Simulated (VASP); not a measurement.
# MgO (Fm-3m) in VASP: notebook, part 2 of 2

VASP 6.6.1.

**3. Single point, PBE**

This run uses another cell than the first one, of 9.71 Å³/atom, 1.040 times its volume.

INCAR

```
PREC     = Accurate       # precision mode
ENCUT    = 600            # plane-wave cutoff, eV
EDIFF    = 1E-6           # SCF threshold, eV
ISMEAR   = 0              # smearing method
SIGMA    = 0.01           # smearing width, eV
LREAL    = F              # projectors in reciprocal space
LASPH    = T              # aspherical terms in the spheres
NELM     = 120            # most SCF steps
ALGO     = Normal         # electronic algorithm
ISIF     = 2              # what is computed and relaxed
LWAVE    = F              # write WAVECAR
LCHARG   = F              # write CHGCAR
GGA      = PE             # functional
NBANDS   = 11             # bands
GGA_COMPAT= F
```

KPOINTS

```
Automatic mesh
0
Gamma
  3 3 3
```

POSCAR

```
MgO
1.0
    0.0000000000      2.1332071247      2.1332071247
    2.1332071247      0.0000000000      2.1332071247
    2.1332071247      2.1332071247      0.0000000000
Mg O
1 1
Direct
    0.0000000000      0.0000000000      0.0000000000
    0.5000000000      0.5000000000      0.5000000000
```

Potentials or basis: VASP PAW PBE potentials, release 64 (Mg, O).

Run with:

```bash
> cat potpaw_PBE.64/Mg/POTCAR potpaw_PBE.64/O/POTCAR > POTCAR
> mpirun -np 1 vasp_std > vasp.out
```

OUTCAR:

```text
PREC = Accurate
   ENCUT = 600
   EDIFF = 1E-6
   ISMEAR = 0
   LREAL = F
   LASPH = T
   NELM = 120
   ISIF = 2
   GGA = PE

 ion  position               nearest neighbor table
   1  0.000  0.000  0.000-   2 2.13   2 2.13   2 2.13   2 2.13   2 2.13   2 2.13
   2  0.500  0.500  0.500-   1 2.13   1 2.13   1 2.13   1 2.13   1 2.13   1 2.13

  LATTYP: Found a face centered cubic cell.
 ALAT       =     4.2664142494

  Lattice vectors:

 A1 = (   0.0000000000,   2.1332071247,   2.1332071247)
 A2 = (   2.1332071247,   0.0000000000,   2.1332071247)
 A3 = (   2.1332071247,   2.1332071247,   0.0000000000)

Analysis of symmetry for initial positions (statically):
=====================================================================
 Subroutine PRICEL returns:
 Original cell was already a primitive cell.

 Routine SETGRP: Setting up the symmetry group for a
 face centered cubic supercell.

 Subroutine GETGRP returns: Found 48 space group operations
 (whereof 48 operations were pure point group operations)
 out of a pool of 48 trial point group operations.

[... 150 lines left out ...]
      1     -14.0955      2.00000
      2       2.9848      2.00000
      3       2.9848      2.00000
      4       2.9848      2.00000
      5       7.3025      0.00000
      6      18.4986      0.00000
      7      18.4986      0.00000
      8      18.4986      0.00000
      9      22.3249      0.00000
     10      24.0417      0.00000
     11      24.0417      0.00000
[... 29 lines left out ...]
 k-point     4 :      -0.3333    0.3333    0.0000
  band No.  band energies     occupation
      1     -12.6807      2.00000
      2      -0.1426      2.00000
      3       0.0207      2.00000
      4       2.0280      2.00000
      5      12.9934      0.00000
      6      14.8506      0.00000
      7      14.9641      0.00000
      8      20.1872      0.00000
      9      21.2605      0.00000
     10      25.7070      0.00000
     11      29.7606      0.00000

------------------------ aborting loop because EDIFF is reached ----------------------------------------

  FORCE on cell =-STRESS in cart. coord.  units (eV):
  Direction    XX          YY          ZZ          XY          YZ          ZX
  --------------------------------------------------------------------------------------
  -------------------------------------------------------------------------------------
  Total       -0.2352815     -0.2352815     -0.2352815     -0.0000000     -0.0000000      0.0000000
  in kB      -19.4164255    -19.4164255    -19.4164255     -0.0000000     -0.0000000      0.0000000
  external PRESSURE =     -19.4164255 kB  Pullay stress =       0.0000000 kB

 VOLUME and BASIS-vectors are now :
 -----------------------------------------------------------------------------
  energy-cutoff  :      600.00
  volume of cell :       19.41
      direct lattice vectors                 reciprocal lattice vectors
     0.000000000  2.133207125  2.133207125    -0.234388867  0.234388867  0.234388867
     2.133207125  0.000000000  2.133207125     0.234388867 -0.234388867  0.234388867
     2.133207125  2.133207125  0.000000000     0.234388867  0.234388867 -0.234388867

 POSITION                                       TOTAL-FORCE (eV/Angst)
 -----------------------------------------------------------------------------------
      0.00000      0.00000      0.00000        -0.000000     -0.000000      0.000000
      2.13321      2.13321      2.13321         0.000000      0.000000      0.000000
 -----------------------------------------------------------------------------------
    total drift:                               -0.000000     -0.000000      0.000000

  FREE ENERGIE OF THE ION-ELECTRON SYSTEM (eV)
  ---------------------------------------------------
  free  energy   TOTEN  =       -11.8236847621 eV

  energy  without entropy=      -11.8236847621  energy(sigma->0) =      -11.82368476
```

stdout:

```text
POSCAR found type information on POSCAR MgO
 POSCAR found :  2 types and       2 ions
 scaLAPACK will be used
 LDA part: xc-table for (Slater+PW92), standard interpolation
 POSCAR, INCAR and KPOINTS ok, starting setup
 FFT: planning ... GRIDC
 FFT: planning ... GRID_SOFT
 FFT: planning ... GRID
 WAVECAR not read
 entering main loop
```

Run time: 2.6 s. Hardware: 1 thread of Intel Xeon Platinum 8375C at 2.90GHz (Ice Lake), shared host; peak memory 0.13 GiB.

What came out:

```
Free energy            : -11.8237 eV
Pressure               : -1.9 GPa
Band gap on the k mesh : 4.32 eV, direct
```

Levels at points of the mesh, in eV from the valence-band top:
```
           k point  band 1  band 2  band 3  band 4  band 5  band 6  band 7  band 8  band 9
(0.00, 0.00, 0.00)  -17.08    0.00    0.00    0.00    4.32   15.51   15.51   15.51   19.34
```

Caveat: the k points lie up to 0.85 Å⁻¹ apart. Expect the measured gap to be larger: semilocal functionals such as PBE lack the derivative discontinuity.

**4. Single point, PBE**

This run uses another cell than the first one, of 9.71 Å³/atom, 1.040 times its volume.

INCAR

```
SYSTEM = MgO
ALGO     = Normal         ! electronic algorithm
EDIFF    = 1E-6           ! SCF threshold, eV
ENCUT    = 600            ! plane-wave cutoff, eV
GGA      = PE             ! functional
GGA_COMPAT= .FALSE.      
ISIF     = 2              ! what is computed and relaxed
ISMEAR   = 0              ! smearing method
LASPH    = .TRUE.         ! aspherical terms in the spheres
LCHARG   = .FALSE.        ! write CHGCAR
LREAL    = .FALSE.        ! projectors in reciprocal space
LWAVE    = .FALSE.        ! write WAVECAR
NBANDS   = 11             ! bands
NELM     = 120            ! most SCF steps
PREC     = Accurate       ! precision mode
SIGMA    = 0.01           ! smearing width, eV
```

KPOINTS

```
k-points
0
G
  3 3 3
  0 0 0
```

POSCAR is that of step 3.

Potentials or basis: VASP PAW PBE potentials, release 64 (Mg, O).

Run with:

```bash
> cat potpaw_PBE.64/Mg/POTCAR potpaw_PBE.64/O/POTCAR > POTCAR
> mpirun -np 1 vasp_std > vasp.out
```

OUTCAR:

```text
SYSTEM = MgO
   EDIFF = 1E-6
   ENCUT = 600
   GGA = PE
   ISIF = 2
   ISMEAR = 0
   LASPH = .TRUE.
   LREAL = .FALSE.
   NELM = 120
   PREC = Accurate

 ion  position               nearest neighbor table
   1  0.000  0.000  0.000-   2 2.13   2 2.13   2 2.13   2 2.13   2 2.13   2 2.13
   2  0.500  0.500  0.500-   1 2.13   1 2.13   1 2.13   1 2.13   1 2.13   1 2.13

  LATTYP: Found a face centered cubic cell.
 ALAT       =     4.2664142494

  Lattice vectors:

[... 221 lines left out ...]

  FORCE on cell =-STRESS in cart. coord.  units (eV):
  Direction    XX          YY          ZZ          XY          YZ          ZX
  --------------------------------------------------------------------------------------
  -------------------------------------------------------------------------------------
  Total       -0.2352815     -0.2352815     -0.2352815     -0.0000000     -0.0000000      0.0000000
  in kB      -19.4164255    -19.4164255    -19.4164255     -0.0000000     -0.0000000      0.0000000
  external PRESSURE =     -19.4164255 kB  Pullay stress =       0.0000000 kB

 VOLUME and BASIS-vectors are now :
 -----------------------------------------------------------------------------
  energy-cutoff  :      600.00
  volume of cell :       19.41
      direct lattice vectors                 reciprocal lattice vectors
     0.000000000  2.133207125  2.133207125    -0.234388867  0.234388867  0.234388867
     2.133207125  0.000000000  2.133207125     0.234388867 -0.234388867  0.234388867
     2.133207125  2.133207125  0.000000000     0.234388867  0.234388867 -0.234388867

 POSITION                                       TOTAL-FORCE (eV/Angst)
 -----------------------------------------------------------------------------------
      0.00000      0.00000      0.00000        -0.000000     -0.000000      0.000000
      2.13321      2.13321      2.13321         0.000000      0.000000      0.000000
 -----------------------------------------------------------------------------------
    total drift:                               -0.000000     -0.000000      0.000000

  FREE ENERGIE OF THE ION-ELECTRON SYSTEM (eV)
  ---------------------------------------------------
  free  energy   TOTEN  =       -11.8236847621 eV

  energy  without entropy=      -11.8236847621  energy(sigma->0) =      -11.82368476
```

stdout:

```text
POSCAR found type information on POSCAR MgO
 POSCAR found :  2 types and       2 ions
 scaLAPACK will be used
 LDA part: xc-table for (Slater+PW92), standard interpolation
 POSCAR, INCAR and KPOINTS ok, starting setup
 FFT: planning ... GRIDC
 FFT: planning ... GRID_SOFT
 FFT: planning ... GRID
 WAVECAR not read
 entering main loop
```

It took 2.3 s on 1 thread of Intel Xeon Platinum 8375C at 2.90GHz (Ice Lake), shared host; peak memory 0.13 GiB.

What came out:

```yaml
Free_energy: -11.8237 eV
Pressure: -1.9 GPa
Band_gap_on_the_k_mesh: 4.32 eV, direct
```

Caveat: the k points lie up to 0.85 Å⁻¹ apart.

**5. Single point, PBE**

This run uses another cell than the first one, of 10.08 Å³/atom, 1.080 times its volume.

INCAR

```
ALGO = Normal ; EDIFF = 1E-6
ENCUT = 600 ; GGA = PE
GGA_COMPAT = False ; ISIF = 2
ISMEAR = 0 ; LASPH = True
LCHARG = True ; LELF = True
LREAL = False ; LVHAR = True
LWAVE = False ; NBANDS = 11
NELM = 120 ; PREC = Accurate
SIGMA = 0.01
```

KPOINTS

```
k-points
0
Gamma
  3 3 3
```

POSCAR

```
MgO
1.0
    0.0000000000      2.1602126134      2.1602126134
    2.1602126134      0.0000000000      2.1602126134
    2.1602126134      2.1602126134      0.0000000000
Mg O
1 1
Direct
    0.0000000000      0.0000000000      0.0000000000
    0.5000000000      0.5000000000      0.5000000000
```

Run with:

```bash
> cat potpaw_PBE.64/Mg/POTCAR potpaw_PBE.64/O/POTCAR > POTCAR
> mpirun -np 1 vasp_std > vasp.out
```

Run time: 2.6 s. Hardware: 1 thread of Intel Xeon Platinum 8375C at 2.90GHz (Ice Lake), shared host; peak memory 0.13 GiB.

The run converged. Its results:

```
Free energy            : -11.8045 eV
Pressure               : -7.0 GPa
Band gap on the k mesh : 3.97 eV, direct
```

Levels at points of the mesh, in eV from the valence-band top:
```csv
k point,band 1,band 2,band 3,band 4,band 5,band 6,band 7,band 8,band 9
"(0.00, 0.00, 0.00)",-16.90,0.00,0.00,0.00,3.97,15.30,15.30,15.30,19.03
```

Caveat: the k points lie up to 0.84 Å⁻¹ apart.

**6. Summary**

| cell | gap on the mesh (eV) | pressure (GPa) |
| --- | --- | --- |
| a = 2.978 Å, angles 60.0°, 2 atoms | 4.69 | 4.3 |
| a = 3.017 Å, angles 60.0°, 2 atoms | 4.32 | -1.9 |
| a = 3.055 Å, angles 60.0°, 2 atoms | 3.97 | -7.0 |

Alike in all rows: task single point; level PBE; potentials or basis VASP PAW PBE potentials, release 64 (Mg, O); no spin polarisation; k mesh 3 × 3 × 3; cutoff (eV) 600; smearing gaussian 0.01 eV.

Caveats: all runs use coarse meshes.

Total energies depend on the potentials used, so only differences within one code and one set of settings carry meaning.
